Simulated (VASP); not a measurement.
The system is GeCN2.

```xyz
4
Lattice="1.7695 1.0216 4.8554 -1.7695 1.0216 4.8554 0.0000 -2.0433 4.8554" Properties=species:S:1:pos:R:3 pbc="T T T"
Ge    0.0000    0.0000    0.0000
N     0.0000    0.0000    8.5053
N     0.0000    0.0000    6.0610
C     0.0000    0.0000    7.2832
```

Base run:

| Quantity | Value |
| --- | --- |
| Program | VASP 6.6.1 |
| Functional | PBE |
| Potentials or basis | VASP PAW PBE potentials, release 64 (Ge_d, N, C) |
| Cutoff | 520 eV |
| k mesh | 9 × 9 × 9 |
| Occupations | fermi-dirac, width 0.05 eV |
| Spin | no spin polarisation |

Its results: band gap on the k mesh 1.02 eV, indirect (least direct gap 1.80 eV); pressure 6.0 GPa; largest force 1.303 eV/Å.

Question: The run is repeated on the same cell with these changes: functional from PBE to r2SCAN. What comes out?

Answer: Band gap on the k mesh 1.11 eV, indirect (least direct gap 1.95 eV); pressure 2.7 GPa; largest force 0.951 eV/Å.

Caveats: forces of over 1 eV/Å act on the atoms, so gaps and moduli don't describe the material at rest (some runs); the PAW data sets were made with another functional, which shifts forces and pressure a little (some runs).

A k mesh can miss the band edges.
